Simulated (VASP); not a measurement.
Wanted: the native input for a VASP 6.6.1 run.

- Task: single point
- Functional: b88 exchange, pbe correlation
- Potentials or basis: VASP PAW PBE potentials, release 64 (W_sv, C_h)
- Cutoff: 1300 eV
- k mesh: 10 × 10 × 9
- Occupations: fermi-dirac, width 0.05 eV
- Spin: no spin polarisation
- Dipole correction: no
- Further INCAR settings: ALGO = Normal; EDIFF = 1e-06; NBANDS = 16

The structure of WC lies in POSCAR:

```
WC
1.0
    2.9065000000      0.0000000000      0.0000000000
   -1.4532500000      2.5171028361      0.0000000000
    0.0000000000      0.0000000000      2.8366000000
W C
1 1
Direct
    0.0000000000      0.0000000000      0.0000000000
    0.6666666667      0.3333333333      0.5000000000
```

One way to write it, as run:

INCAR

```
PREC = Accurate ; ENCUT = 1300
EDIFF = 1E-6 ; ISMEAR = -1
SIGMA = 0.05 ; LREAL = False
LASPH = True ; NELM = 120
ALGO = Normal ; ISIF = 2
LWAVE = False ; LCHARG = True
GGA = LIBXC ; LIBXC1 = GGA_X_B88
LIBXC2 = GGA_C_PBE ; LELF = True
LVHAR = True ; NBANDS = 16
GGA_COMPAT = False
```

KPOINTS

```
regular mesh
0
Gamma
  10 10 9
```

Potentials or basis: VASP PAW PBE potentials, release 64 (W_sv, C_h).

Run with:

```bash
$ cat potpaw_PBE.64/W_sv/POTCAR potpaw_PBE.64/C_h/POTCAR > POTCAR
$ mpirun -np 1 vasp_std > vasp.out
```

It gave:

```json
{"Pressure": "6.9 GPa", "Band gap on the k mesh": "zero (bands 9 and 10 overlap by 1.19 eV)"}
```

Caveat: the cell stands under pressure; the PAW data sets were made with another functional, which shifts forces and pressure a little; spin-orbit coupling is left out, which moves the levels of the heavy elements.

Wall time 2.3 min on 1 thread of AMD EPYC 7R43 64-Core Processor (Zen 3), on a shared host, peak memory 0.24 GiB.
